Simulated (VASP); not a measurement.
# TiO2 in VASP: a series of runs, part 2 of 2

VASP 6.6.1. The steps go on from the part before.

### Step 3. Single point, PBE

Contents of INCAR:

```
PREC = Accurate
ENCUT = 520
EDIFF = 1E-6
ISMEAR = 0
SIGMA = 0.05
LREAL = False
LASPH = True
NELM = 60
ALGO = Normal
ISIF = 2
LWAVE = False
LCHARG = False
GGA = PE
NBANDS = 33
```

Contents of KPOINTS:

```
regular mesh
0
Gamma
  6 6 10
```

Contents of POSCAR:

```
TiO2
1.0
    4.6819400349      0.0000000000      0.0000000000
    0.0000000000      4.6819400349      0.0000000000
    0.0000000000      0.0000000000      2.9884637574
Ti O
2 4
Direct
    0.0000000000      0.0000000000      0.0078488792
    0.5000000000      0.5000000000      0.5078488792
    0.3050970583      0.3050970583     -0.0117414307
    0.1949029417      0.8050970583      0.4882585693
    0.6949029417      0.6949029417     -0.0117414307
    0.8050970583      0.1949029417      0.4882585693
```

Potentials or basis: VASP PAW PBE potentials, release 64 (Ti_sv, O).

Launch:

```bash
> cat potpaw_PBE.64/Ti_sv/POTCAR potpaw_PBE.64/O/POTCAR > POTCAR
> mpirun -np 1 vasp_std > vasp.out
```

OUTCAR:

```text
PREC = Accurate
   ENCUT = 520
   EDIFF = 1E-6
   ISMEAR = 0
   LREAL = False
   LASPH = True
   NELM = 60
   ISIF = 2
   GGA = PE

 ion  position               nearest neighbor table
   1  0.000  0.000  0.008-   4 1.93   6 1.93   4 2.02   6 2.02   5 2.02   3 2.02
   2  0.500  0.500  0.508-   3 1.93   5 1.93   3 2.02   5 2.02   4 2.02   6 2.02
   3  0.305  0.305  0.988-   2 1.93   2 2.02   1 2.02
   4  0.195  0.805  0.488-   1 1.93   1 2.02   2 2.02
   5  0.695  0.695  0.988-   2 1.93   2 2.02   1 2.02
   6  0.805  0.195  0.488-   1 1.93   1 2.02   2 2.02
[... 1074 lines left out ...]
  -------------------------------------------------------------------------------------
  Total       -1.6231549     -1.6231549     -2.0175114     -0.0000000      0.0000000      0.0000000
  in kB      -39.6982052    -39.6982052    -49.3431530     -0.0000000      0.0000000      0.0000000
  external PRESSURE =     -42.9131878 kB  Pullay stress =       0.0000000 kB

 VOLUME and BASIS-vectors are now :
 -----------------------------------------------------------------------------
  energy-cutoff  :      520.00
  volume of cell :       65.51
      direct lattice vectors                 reciprocal lattice vectors
     4.681940035  0.000000000  0.000000000     0.213586674  0.000000000  0.000000000
     0.000000000  4.681940035  0.000000000     0.000000000  0.213586674  0.000000000
     0.000000000  0.000000000  2.988463757     0.000000000  0.000000000  0.334620086

 POSITION                                       TOTAL-FORCE (eV/Angst)
 -----------------------------------------------------------------------------------
      0.00000      0.00000      0.02346         0.000000     -0.000000      0.080001
      2.34097      2.34097      1.51769         0.000000     -0.000000      0.080001
      1.42845      1.42845      2.95337         0.049614      0.049614     -0.040000
      0.91252      3.76942      1.45914        -0.049614      0.049614     -0.040000
      3.25349      3.25349      2.95337        -0.049614     -0.049614     -0.040000
      3.76942      0.91252      1.45914         0.049614     -0.049614     -0.040000
 -----------------------------------------------------------------------------------
    total drift:                               -0.000000      0.000000      0.000234

  FREE ENERGIE OF THE ION-ELECTRON SYSTEM (eV)
  ---------------------------------------------------
  free  energy   TOTEN  =       -53.6630263249 eV

  energy  without entropy=      -53.6630263249  energy(sigma->0) =      -53.66302632
```

OSZICAR:

```text
N       E                     dE             d eps       ncg     rms          rms(c)
DAV:   1     0.651042325066E+03    0.65104E+03   -0.24262E+04  3960   0.170E+03
DAV:   2     0.292457795692E+02   -0.62180E+03   -0.57568E+03  4311   0.507E+02
DAV:   3    -0.666335407324E+02   -0.95879E+02   -0.93780E+02  5404   0.189E+02
DAV:   4    -0.712821519379E+02   -0.46486E+01   -0.46373E+01  5775   0.401E+01
DAV:   5    -0.714711190221E+02   -0.18897E+00   -0.18894E+00  5302   0.649E+00    0.302E+01
DAV:   6    -0.542809165769E+02    0.17190E+02   -0.78213E+01  5203   0.869E+01    0.121E+01
DAV:   7    -0.540827085110E+02    0.19821E+00   -0.15098E+01  4930   0.354E+01    0.893E+00
DAV:   8    -0.539967588053E+02    0.85950E-01   -0.55294E-01  4822   0.493E+00    0.778E+00
DAV:   9    -0.540135751228E+02   -0.16816E-01   -0.24325E+00  5087   0.170E+01    0.539E+00
DAV:  10    -0.536659670959E+02    0.34761E+00   -0.13506E+00  4928   0.107E+01    0.695E-01
DAV:  11    -0.536632253201E+02    0.27418E-02   -0.59361E-02  5113   0.201E+00    0.338E-01
DAV:  12    -0.536645514876E+02   -0.13262E-02   -0.45572E-03  4811   0.780E-01    0.319E-01
DAV:  13    -0.536630110811E+02    0.15404E-02   -0.37238E-03  5336   0.543E-01    0.458E-02
DAV:  14    -0.536630449656E+02   -0.33885E-04   -0.27631E-04  4559   0.133E-01    0.383E-02
DAV:  15    -0.536630279502E+02    0.17015E-04   -0.42569E-05  5834   0.547E-02    0.121E-02
DAV:  16    -0.536630292661E+02   -0.13159E-05   -0.27740E-06  3803   0.169E-02    0.140E-02
DAV:  17    -0.536630263242E+02    0.29419E-05   -0.67147E-06  4457   0.229E-02    0.220E-03
DAV:  18    -0.536630263249E+02   -0.68121E-09   -0.64514E-07  2349   0.638E-03
   1 F= -.53663026E+02 E0= -.53663026E+02  d E =-.162486E-28
```

It took 53 s on 1 thread of Intel Xeon 6975P-C (Granite Rapids), shared host; peak memory 0.23 GiB.

What came out:

```
Free energy            : -53.6630 eV
Pressure               : -4.3 GPa
Largest force          : 0.081 eV/Å
Band gap on the k mesh : 1.87 eV, indirect (the least direct gap lies 3.6 meV higher)
```

Forces in eV/Å, atoms in the order of the input:
```
Ti   0.000  0.000  0.080
Ti   0.000  0.000  0.080
O    0.050  0.050 -0.040
O   -0.050  0.050 -0.040
O   -0.050 -0.050 -0.040
O    0.050 -0.050 -0.040
```

Stress tensor (GPa, compression positive):
```
-3.97  0.00  0.00
 0.00 -3.97  0.00
 0.00  0.00 -4.93
```

A k mesh can miss the band edges. As with any semilocal functional, this PBE gap is likely too small.

### Step 4. Single point, PBE

Edit INCAR of step 3 so:

```diff
@@ -2,3 +2,3 @@
 ENCUT = 520
-EDIFF = 1E-6
+EDIFF = 1E-7
 ISMEAR = 0
```

KPOINTS is that of step 3.

Contents of POSCAR:

```
TiO2
1.0
    4.6819400349      0.0000000000      0.0000000000
    0.0000000000      4.6819400349      0.0000000000
    0.0000000000      0.0000000000      2.9884637574
Ti O
2 4
Direct
    0.0000000000      0.0000000000      0.0000000000
    0.5000000000      0.5000000000      0.5000000000
    0.3050970583      0.3050970583      0.0000000000
    0.1949029417      0.8050970583      0.5000000000
    0.6949029417      0.6949029417      0.0000000000
    0.8050970583      0.1949029417      0.5000000000
```

Launch:

```bash
> cat potpaw_PBE.64/Ti_sv/POTCAR potpaw_PBE.64/O/POTCAR > POTCAR
> mpirun -np 1 vasp_std > vasp.out
```

It took 54 s on 1 thread of Intel Xeon 6975P-C (Granite Rapids), shared host; peak memory 0.23 GiB.

Results (log left out):

```
Free energy            : -53.6577 eV
Pressure               : -4.7 GPa
Largest force          : 0.101 eV/Å
Band gap on the k mesh : 1.77 eV, direct
```

Forces in eV/Å, atoms in the order of the input:
```
Ti   0.000  0.000  0.000
Ti   0.000  0.000  0.000
O    0.071  0.071  0.000
O   -0.071  0.071  0.000
O   -0.071 -0.071  0.000
O    0.071 -0.071  0.000
```

Stress tensor (GPa, compression positive):
```
-4.34  0.00  0.00
 0.00 -4.34  0.00
 0.00  0.00 -5.53
```

Levels at points of the mesh, in eV from the valence-band top:
| k point | band 20 | band 21 | band 22 | band 23 | band 24 | band 25 | band 26 | band 27 | band 28 | band 29 |
| --- | --- | --- | --- | --- | --- | --- | --- | --- | --- | --- |
| (0.00, 0.00, 0.00) | -1.87 | -0.67 | -0.43 | -0.43 | 0.00 | 1.77 | 2.04 | 2.31 | 2.38 | 2.38 |
| (0.50, 0.00, 0.00) | -2.93 | -1.53 | -1.53 | -0.69 | -0.69 | 2.39 | 2.39 | 2.84 | 2.84 | 3.38 |
| (0.50, 0.50, 0.00) | -2.05 | -1.24 | -1.24 | -1.03 | -1.03 | 1.80 | 1.80 | 2.40 | 2.40 | 3.62 |
| (0.00, 0.00, 0.50) | -2.70 | -2.15 | -2.15 | -1.38 | -1.38 | 2.78 | 2.78 | 3.02 | 3.02 | 3.46 |
| (0.50, 0.00, 0.50) | -2.30 | -1.94 | -1.94 | -0.95 | -0.95 | 1.82 | 1.82 | 3.04 | 3.04 | 3.67 |
| (0.50, 0.50, 0.50) | -2.68 | -1.17 | -1.17 | -0.67 | -0.67 | 2.45 | 2.45 | 3.05 | 3.05 | 3.06 |

A k mesh can miss the band edges. Expect the measured gap to be larger: semilocal functionals such as PBE lack the derivative discontinuity.

### Step 5. Single point, PBE

Edit INCAR of step 4 so:

```diff
@@ -7,3 +7,3 @@
 LASPH = True
-NELM = 60
+NELM = 80
 ALGO = Normal
```

KPOINTS is that of step 4.

Contents of POSCAR:

```
TiO2
1.0
    4.6819400349      0.0000000000      0.0000000000
    0.0000000000      4.6819400349      0.0000000000
    0.0000000000      0.0000000000      2.9884637574
Ti O
2 4
Direct
    0.0000000000      0.0000000000      0.0156977583
    0.5000000000      0.5000000000      0.5156977583
    0.3050970583      0.3050970583     -0.0234828613
    0.1949029417      0.8050970583      0.4765171387
    0.6949029417      0.6949029417     -0.0234828613
    0.8050970583      0.1949029417      0.4765171387
```

Launch:

```bash
> cat potpaw_PBE.64/Ti_sv/POTCAR potpaw_PBE.64/O/POTCAR > POTCAR
> mpirun -np 1 vasp_std > vasp.out
```

It took 50 s on 1 thread of Intel Xeon 6975P-C (Granite Rapids), shared host; peak memory 0.23 GiB.

Results (log left out):

- Free energy: -53.6715 eV
- Pressure: -3.0 GPa
- Largest force: 0.036 eV/Å
- Band gap on the k mesh: 1.99 eV, indirect (least direct gap 2.15 eV)

Forces in eV/Å, atoms in the order of the input:
```
Ti   0.000  0.000  0.036
Ti   0.000  0.000  0.036
O   -0.021 -0.021 -0.018
O    0.021 -0.021 -0.018
O    0.021  0.021 -0.018
O   -0.021  0.021 -0.018
```

Stress tensor (GPa, compression positive):
```
-2.91  0.00  0.00
 0.00 -2.91  0.00
 0.00  0.00 -3.16
```

Levels at points of the mesh, in eV from the valence-band top:
```tsv
k point	band 22	band 23	band 24	band 25	band 26	band 27
(0.00, 0.00, 0.00)	-0.52	-0.52	0.00	2.15	2.30	2.46
(0.50, 0.00, 0.00)	-1.48	-0.68	-0.68	2.34	2.34	3.24
(0.50, 0.50, 0.00)	-1.35	-1.09	-1.09	2.13	2.13	2.64
(0.00, 0.00, 0.50)	-2.13	-1.33	-1.33	2.94	2.94	3.20
(0.50, 0.00, 0.50)	-1.86	-0.96	-0.96	2.00	2.00	3.22
(0.50, 0.50, 0.50)	-0.92	-0.61	-0.61	2.24	2.98	3.18
```

A k mesh can miss the band edges. A hybrid or GW would open this gap; PBE tends to underestimate it.
